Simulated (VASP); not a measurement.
# SiO2 (I-42d) in VASP: relaxation of cell and atoms with LDA

Aim: the relaxation of cell and atoms of SiO2 with LDA.

Everything below comes from runs of VASP 6.6.1. Logs are shortened: lines on timing, memory, paths and dates and some standing lists are left out, and cuts for length are marked.

## 1. The cell of the first run

The structure is tetragonal, space group I-42d (No. 122). Conventional cell: a = 4.748 Å, b = 4.748 Å, c = 7.488 Å, α = 90.00°, β = 90.00°, γ = 90.00°. Within 2.2 Å of Si (site symmetry -4) lie 4 O at 1.62 Å. Within 2.2 Å of O (site symmetry 2) lie 2 Si at 1.62 Å.

## 2. Relaxation of cell and atoms, LDA

INCAR

```
PREC = Accurate
ENCUT = 600
EDIFF = 1E-7
ISMEAR = 0
SIGMA = 0.02
LREAL = False
LASPH = True
NELM = 100
ALGO = Normal
ISIF = 3
LWAVE = False
LCHARG = False
GGA = CA
IBRION = 2
NSW = 100
EDIFFG = -0.005
```

KPOINTS

```
regular mesh
0
Gamma
  8 8 8
```

POSCAR

```
SiO2
1.0
   -2.3740500000      2.3740500000      3.7440000000
    2.3740500000     -2.3740500000      3.7440000000
    2.3740500000      2.3740500000     -3.7440000000
Si O
2 4
Direct
    0.0000000000      0.0000000000      0.0000000000
    0.7500000000      0.2500000000      0.5000000000
    0.9983800000      0.6250000000      0.8733800000
    0.3750000000      0.2483800000      0.3733800000
    0.7516200000      0.1250000000      0.1266200000
    0.8750000000      0.0016200000      0.6266200000
```

Potentials or basis: VASP PAW LDA potentials, release 64 (Si, O).

Run with:

```bash
cat potpaw_LDA.64/Si/POTCAR potpaw_LDA.64/O/POTCAR > POTCAR
mpirun -np 1 vasp_std > vasp.out
```

OUTCAR:

```text
PREC = Accurate
   ENCUT = 600
   EDIFF = 1E-7
   ISMEAR = 0
   LREAL = False
   LASPH = True
   NELM = 100
   ISIF = 3
   GGA = CA
   IBRION = 2
   NSW = 100
   EDIFFG = -0.005

 ion  position               nearest neighbor table
   1  0.000  0.000  0.000-   3 1.62   4 1.62   5 1.62   6 1.62   2 3.02   2 3.02   2 3.02   2 3.02

   2  0.750  0.250  0.500-   3 1.62   4 1.62   5 1.62   6 1.62   1 3.02   1 3.02   1 3.02   1 3.02

   3  0.998  0.625  0.873-   1 1.62   2 1.62
   4  0.375  0.248  0.373-   1 1.62   2 1.62
   5  0.752  0.125  0.127-   1 1.62   2 1.62
   6  0.875  0.002  0.627-   1 1.62   2 1.62

  LATTYP: Found a body centered tetragonal cell.
 ALAT       =     4.7481000000
 C/A-ratio  =     1.5770518734

  Lattice vectors:

 A1 = (  -2.3740500000,   2.3740500000,   3.7440000000)
 A2 = (   2.3740500000,  -2.3740500000,   3.7440000000)
 A3 = (   2.3740500000,   2.3740500000,  -3.7440000000)

Analysis of symmetry for initial positions (statically):
=====================================================================
 Subroutine PRICEL returns:
 Original cell was already a primitive cell.

 Routine SETGRP: Setting up the symmetry group for a
 body centered tetragonal supercell.

 Subroutine GETGRP returns: Found  8 space group operations
 (whereof  4 operations were pure point group operations)
 out of a pool of 16 trial point group operations.

The static configuration has the point symmetry S_4 .
 The point group associated with its full space group is D_2d.

Analysis of symmetry for dynamics (positions and initial velocities):
=====================================================================
 Subroutine PRICEL returns:
 Original cell was already a primitive cell.

 Routine SETGRP: Setting up the symmetry group for a
 body centered tetragonal supercell.

 Subroutine GETGRP returns: Found  8 space group operations
 (whereof  4 operations were pure point group operations)
 out of a pool of 16 trial point group operations.

The dynamic configuration has the point symmetry S_4 .
 The point group associated with its full space group is D_2d.

 Subroutine INISYM returns: Found  8 space group operations
 (whereof  4 operations are pure point group operations),
 and found     1 'primitive' translations

----------------------------------------------------------------------------------------

                                     Primitive cell

  volume of cell :      84.4064

  direct lattice vectors                    reciprocal lattice vectors
    -2.374050000  2.374050000  3.744000000     0.000000000  0.210610560  0.133547009
     2.374050000 -2.374050000  3.744000000     0.210610560  0.000000000  0.133547009
     2.374050000  2.374050000 -3.744000000     0.210610560  0.210610560  0.000000000

  length of vectors
     5.028892801  5.028892801  5.028892801     0.249382460  0.249382460  0.297848310

  position of ions in fractional coordinates (direct lattice)
     0.000000000  0.000000000  0.000000000
     0.750000000  0.250000000  0.500000000
     0.998380000  0.625000000  0.873380000
     0.375000000  0.248380000  0.373380000
     0.751620000  0.125000000  0.126620000
     0.875000000  0.001620000  0.626620000

  ion indices of the primitive-cell ions
   primitive index   ion index
                 1           1
                 2           2
                 3           3
                 4           4
                 5           5
                 6           6

----------------------------------------------------------------------------------------

 KPOINTS: regular mesh

Automatic generation of k-mesh.
 Grid dimensions read from file:
 generate k-points for:    8    8    8

 Generating k-lattice:

  Cartesian coordinates                     Fractional coordinates (reciprocal lattice)
     0.000000000  0.026326320  0.016693376     0.125000000 -0.000000000  0.000000000
     0.026326320  0.000000000  0.016693376    -0.000000000  0.125000000  0.000000000
     0.026326320  0.026326320  0.000000000     0.000000000  0.000000000  0.125000000

  Length of vectors
     0.031172808  0.031172808  0.037231039

  Shift w.r.t. Gamma in fractional coordinates (k-lattice)
     0.000000000  0.000000000  0.000000000

 Subroutine IBZKPT returns following result:
 ===========================================

 Found     59 irreducible k-points:

 Following reciprocal coordinates:
            Coordinates               Weight
  0.000000  0.000000  0.000000      1.000000
  0.125000  0.000000  0.000000      8.000000
  0.250000  0.000000  0.000000      8.000000
  0.375000  0.000000  0.000000      8.000000
  0.500000  0.000000  0.000000      4.000000
  0.125000  0.125000  0.000000      8.000000
[... 16 lines left out ...]
  0.250000  0.125000  0.125000     16.000000
  0.375000  0.125000  0.125000      8.000000
 [... further k-points ...]
   k-points           NKPTS =     59   k-points in BZ     NKDIM =     59   number of bands    NBANDS=     20
   number of dos      NEDOS =    301   number of ions     NIONS =      6
   total plane-waves  NPLWV =  64000
   dimension x,y,z NGX =    40 NGY =   40 NGZ =   40
   dimension x,y,z NGXF=    80 NGYF=   80 NGZF=   80
   ions per type =               2   4
   NGX,Y,Z   is equivalent  to a cutoff of  13.22, 13.22, 13.22 a.u.
   NGXF,Y,Z  is equivalent  to a cutoff of  26.45, 26.45, 26.45 a.u.
 SYSTEM =  unknown system
   PREC   = accura    normal or accurate (medium, high low for compatibility)
   ISTART =      0    job   : 0-new  1-cont  2-samecut
   ICHARG =      2    charge: 1-file 2-atom 10-const
   ISPIN  =      1    spin polarized calculation?
   LNONCOLLINEAR =      F non collinear calculations
   LSORBIT =      F    spin-orbit coupling
   LASPH  =      T    aspherical Exc in radial PAW
   ENCUT  =  600.0 eV  44.10 Ry    6.64 a.u.  10.04 10.04 10.04*2*pi/ulx,y,z
   NELM   =    100;   NELMIN=  2; NELMDL= -5     # of ELM steps
   EDIFF  = 0.1E-06   stopping-criterion for ELM
   LREAL  =      F    real-space projection
   EDIFFG = -.5E-02   stopping-criterion for IOM
   NSW    =    100    number of steps for IOM
   IBRION =      2    ionic relax: 0-MD 1-quasi-New 2-CG
   NFREE  =      1    steps in history (QN), initial steepest desc. (CG)
   ISIF   =      3    stress and relaxation
   ISYM   =      2    0-nonsym 1-usesym 2-fastsym
   POTIM  = 0.5000    time-step for ionic-motion
   TEBEG  =    0.0;   TEEND  =   0.0 temperature during run
   PSTRESS=    0.0 pullay stress
   NELECT =      32.0000    total number of electrons
   NUPDOWN=      -1.0000    fix difference up-down
   EMIN   =  10.00;   EMAX   =-10.00  energy-range for DOS
   EFERMI =   0.00;   METHOD = LEGACY
   ISMEAR =     0;   SIGMA  =   0.02  broadening in eV -4-tet -1-fermi 0-gaus
   EFERMI_NEDOS =   21; number of points for ismear=-14 and -15
   IALGO  =     38    algorithm
   IMIX   =      4    mixing-type and parameters
     AMIX     =   0.40;   BMIX     =  1.00
     AMIX_MAG =   1.60;   BMIX_MAG =  1.00
  volume/ion in A,a.u.               =      14.07        94.93
  Fermi-wavevector in a.u.,A,eV,Ry     =   1.184858  2.239057 19.101062  1.403888
  Thomas-Fermi vector in A             =   2.321064
   LORBIT       =      0    0 simple, 1 ext, 2 COOP (PROOUT), +10 PAW based schemes
   GGA     = CA    functional components
   LHFCALC =     F    Hartree Fock is set to
   AEXX    =    0.0000 exact exchange contribution
   IVDW    =     0    specifies the selected vdW correction
   LEPSILON=     F    determine dielectric tensor
   LRPA    =     F    only Hartree local field effects (RPA)
 conjugate gradient relaxation of ions
 non-spin polarized calculation
 Gauss-broadening in eV      SIGMA  =   0.02
  energy-cutoff  :      600.00
  volume of cell :       84.41
 maximum number of plane-waves:      2846
   NGX = 21   NGY = 21   NGZ = 21

--------------------------------------- Ionic step        1  -------------------------------------------

 number of electron      32.0000013 magnetization

 Free energy of the ion-electron system (eV)
  ---------------------------------------------------
  ext. energy  EPLUGINS =         0.00000000
  ---------------------------------------------------
  free energy    TOTEN  =       -51.83968987 eV

  energy without entropy =      -51.83968987  energy(sigma->0) =      -51.83968987

------------------------ aborting loop because EDIFF is reached ----------------------------------------

  FORCE on cell =-STRESS in cart. coord.  units (eV):
  Direction    XX          YY          ZZ          XY          YZ          ZX
  --------------------------------------------------------------------------------------
  -------------------------------------------------------------------------------------
  Total       -1.0372672     -1.0372672     -2.0457728      0.0000000     -0.0000000      0.0000000
  in kB      -19.6890916    -19.6890916    -38.8322382      0.0000000     -0.0000000      0.0000000
  external PRESSURE =     -26.0701405 kB  Pullay stress =       0.0000000 kB
[... 25 lines left out ...]
  energy  without entropy=      -51.8396898741  energy(sigma->0) =      -51.83968987

--------------------------------------- Ionic step        2  -------------------------------------------

 number of electron      31.9999996 magnetization

 E-fermi :   0.0138     XC(G=0):  -9.2509

 val. band max:       -0.1502876743   @ k =   0.0000   0.0000   0.0000
 cond. band min:       5.9016912684   @ k =   0.0000   0.0000   0.0000
 fundamental gap:      6.0519789427
 Fermi energy:         0.0137800143

 k-point     1 :       0.0000    0.0000    0.0000
  band No.  band energies     occupation
      1     -19.2271      2.00000
      2     -16.9146      2.00000
      3     -16.9037      2.00000
      4     -16.9037      2.00000
      5      -9.1222      2.00000
      6      -5.6030      2.00000
[... 12 lines left out ...]
     19      11.1953      0.00000
[... 513 lines left out ...]
      4     -16.9599      2.00000
      5      -7.8935      2.00000
      6      -6.4671      2.00000
[... 12 lines left out ...]
     19       9.7893      0.00000
     20       9.9511      0.00000

 [... further k-points ...]

------------------------ aborting loop because EDIFF is reached ----------------------------------------

  FORCE on cell =-STRESS in cart. coord.  units (eV):
  Direction    XX          YY          ZZ          XY          YZ          ZX
  --------------------------------------------------------------------------------------
  -------------------------------------------------------------------------------------
  Total        2.6055801      2.6055801      1.8577234      0.0000000      0.0000000      0.0000000
  in kB       51.1348541     51.1348541     36.4580683      0.0000000      0.0000000      0.0000000
  external PRESSURE =      46.2425922 kB  Pullay stress =       0.0000000 kB
[... 61 lines left out ...]
  FREE ENERGIE OF THE ION-ELECTRON SYSTEM (eV)
  ---------------------------------------------------
  free  energy   TOTEN  =       -51.8535364551 eV

  energy  without entropy=      -51.8535364551  energy(sigma->0) =      -51.85353646

[... ionic steps 4 to 23 ...]

--------------------------------------- Ionic step       24  -------------------------------------------

 number of electron      32.0000010 magnetization

------------------------ aborting loop because EDIFF is reached ----------------------------------------

  FORCE on cell =-STRESS in cart. coord.  units (eV):
  Direction    XX          YY          ZZ          XY          YZ          ZX
  --------------------------------------------------------------------------------------
  -------------------------------------------------------------------------------------
  Total        0.0044177      0.0044177      0.0465514      0.0000000     -0.0000000      0.0000000
  in kB        0.0800295      0.0800295      0.8433061      0.0000000     -0.0000000      0.0000000
  external PRESSURE =       0.3344550 kB  Pullay stress =       0.0000000 kB
[... 65 lines left out ...]
  energy  without entropy=      -51.8848113425  energy(sigma->0) =      -51.88481134

--------------------------------------- Ionic step       26  -------------------------------------------

 number of electron      32.0000010 magnetization

 Free energy of the ion-electron system (eV)
  ---------------------------------------------------
  ext. energy  EPLUGINS =         0.00000000
  ---------------------------------------------------
  free energy    TOTEN  =       -51.88482484 eV

  energy without entropy =      -51.88482484  energy(sigma->0) =      -51.88482484

 E-fermi :  -0.4707     XC(G=0):  -8.8082

 val. band max:       -0.6050026654   @ k =   0.0000   0.0000   0.0000
 cond. band min:       5.1532702262   @ k =   0.0000   0.0000   0.0000
 fundamental gap:      5.7582728916
 Fermi energy:        -0.4706648589

 k-point     1 :       0.0000    0.0000    0.0000
  band No.  band energies     occupation
      1     -19.6064      2.00000
      2     -17.4267      2.00000
      3     -17.4267      2.00000
      4     -17.3627      2.00000
      5      -9.8542      2.00000
      6      -6.1844      2.00000
[... 12 lines left out ...]
     19       9.9640      0.00000
[... 513 lines left out ...]
      4     -17.4191      2.00000
      5      -8.5519      2.00000
      6      -7.0767      2.00000
[... 12 lines left out ...]
     19       8.8506      0.00000
     20       9.2795      0.00000

 [... further k-points ...]

------------------------ aborting loop because EDIFF is reached ----------------------------------------

  FORCE on cell =-STRESS in cart. coord.  units (eV):
  Direction    XX          YY          ZZ          XY          YZ          ZX
  --------------------------------------------------------------------------------------
  -------------------------------------------------------------------------------------
  Total       -0.0048250     -0.0048250     -0.0053393      0.0000000     -0.0000000      0.0000000
  in kB       -0.0873784     -0.0873784     -0.0966922      0.0000000     -0.0000000      0.0000000
  external PRESSURE =      -0.0904830 kB  Pullay stress =       0.0000000 kB
[... 21 lines left out ...]
  FREE ENERGIE OF THE ION-ELECTRON SYSTEM (eV)
  ---------------------------------------------------
  free  energy   TOTEN  =       -51.8848248370 eV

  energy  without entropy=      -51.8848248370  energy(sigma->0) =      -51.88482484

 reached required accuracy - stopping structural energy minimisation
```

It took 22 min on 1 thread of Intel Xeon Platinum 8259CL at 2.50GHz (Skylake/Cascade Lake), shared host; peak memory 0.25 GiB.

What came out:

- Free energy: -51.8848 eV
- Relaxed volume: 14.75 Å³/atom
- Relaxed cell: a = 5.042 Å, b = 5.042 Å, c = 5.042 Å, α = 121.51°, β = 121.51°, γ = 87.41°
- Space group after relaxing (to 0.1 Å): I-42d (No. 122)
- Energy gained by relaxing: 7.5 meV/atom
- Ionic steps: 26
- Pressure after relaxing: 0.0 GPa
- Largest force after relaxing: 0.005 eV/Å
- Band gap on the k mesh: 5.76 eV

Forces on the atoms (eV/Å):
```
Si   0.000  0.000  0.000
Si   0.000  0.000  0.000
O    0.000 -0.005  0.000
O   -0.005  0.000  0.000
O    0.000  0.005  0.000
O    0.005  0.000  0.000
```

The path:
| step | energy change (eV) | largest force (eV/Å) | pressure (GPa) | volume (Å³) |
| --- | --- | --- | --- | --- |
| 1 | 0.0000 | 0.2583 | -2.61 | 84.41 |
| 2 | 0.0113 | 0.2907 | 4.62 | 81.64 |
| 3 | -0.0138 | 0.0302 | 0.35 | 83.21 |
| 4 | -0.0181 | 0.0401 | 0.31 | 83.35 |
| 5 | -0.0264 | 0.0688 | 0.20 | 83.73 |
| 6 | -0.0232 | 0.1197 | -0.08 | 84.43 |
| 7 | -0.0283 | 0.0887 | 0.11 | 84.01 |
| 8 | -0.0312 | 0.0563 | 0.41 | 84.32 |
| 9 | -0.0363 | 0.0319 | 1.24 | 85.24 |
| 10 | -0.0339 | 0.1642 | 2.59 | 87.09 |
| 11 | -0.0370 | 0.0950 | 1.87 | 85.99 |
| 12 | -0.0374 | 0.0923 | 1.82 | 86.07 |
| 13 | -0.0385 | 0.0845 | 1.67 | 86.30 |
| 14 | -0.0405 | 0.0683 | 1.38 | 86.76 |
| 15 | -0.0434 | 0.0367 | 0.79 | 87.70 |
| 16 | -0.0439 | 0.0268 | -0.42 | 89.59 |
| 17 | -0.0445 | 0.0023 | 0.12 | 88.75 |
| 18 | -0.0445 | 0.0005 | 0.09 | 88.81 |
| 19 | -0.0446 | 0.0005 | 0.08 | 88.79 |
| 20 | -0.0447 | 0.0023 | 0.06 | 88.76 |
| 21 | -0.0449 | 0.0062 | 0.00 | 88.68 |
| 22 | -0.0451 | 0.0139 | -0.12 | 88.54 |
| 23 | -0.0451 | 0.0001 | 0.08 | 88.41 |
| 24 | -0.0451 | 0.0036 | 0.03 | 88.44 |
| 25 | -0.0451 | 0.0040 | 0.02 | 88.45 |
| 26 | -0.0451 | 0.0048 | -0.01 | 88.47 |

Final structure:
```xyz
6
Lattice="-2.4634 2.4634 3.6448 2.4634 -2.4634 3.6448 2.4634 2.4634 -3.6448" Properties=species:S:1:pos:R:3 pbc="T T T"
Si    0.0000    0.0000    0.0000
Si    0.0000    2.4634    1.8224
O     1.2317    2.9550    2.7336
O     0.4916    1.2317    0.9112
O    -1.2317    1.9718    2.7336
O    -0.4916    3.6951    0.9112
```

A k mesh can miss the band edges.
